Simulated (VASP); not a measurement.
Write the native input for VASP 6.6.1 that does the following.

```yaml
Task: single point
Functional: PBE
Potentials_or_basis: VASP PAW PBE potentials, release 64 (Pb_d)
Cutoff: 520 eV
k_mesh: 13 × 13 × 13
Occupations: fermi-dirac, width 0.08 eV
Spin: no spin polarisation
Dipole_correction: no
Further_INCAR_settings: ALGO = Normal; EDIFF = 1e-06; NBANDS = 13
```

The structure of Pb lies in POSCAR:

```
Pb
1.0
    0.0000000000      2.4532236616      2.4532236616
    2.4532236616      0.0000000000      2.4532236616
    2.4532236616      2.4532236616      0.0000000000
Pb
1
Direct
    0.0000000000      0.0000000000      0.0000000000
```

This cell differs from its parent crystal: volume scaled by 0.98.

The input as run:

INCAR

```
PREC = Accurate
ENCUT = 520
EDIFF = 1E-6
ISMEAR = -1
SIGMA = 0.08
LREAL = False
LASPH = True
NELM = 100
ALGO = Normal
ISIF = 2
LWAVE = False
LCHARG = False
GGA = PE
NBANDS = 13
```

KPOINTS

```
regular mesh
0
Gamma
  13 13 13
```

Potentials or basis: VASP PAW PBE potentials, release 64 (Pb_d).

Launch:

```bash
$ cat potpaw_PBE.64/Pb_d/POTCAR > POTCAR
$ mpirun -np 1 vasp_std > vasp.out
```

Results of the run:

```yaml
Pressure: 3.8 GPa
Band_gap_on_the_k_mesh: zero (band 7 reaches 15.21 eV, above the bottom of band 8 at 5.86 eV)
```

Caveat: spin-orbit coupling is left out, which moves the levels of the heavy elements.

Wall time 53 s on 1 thread of Intel Xeon 6975P-C, on a shared host, peak memory 0.17 GiB.
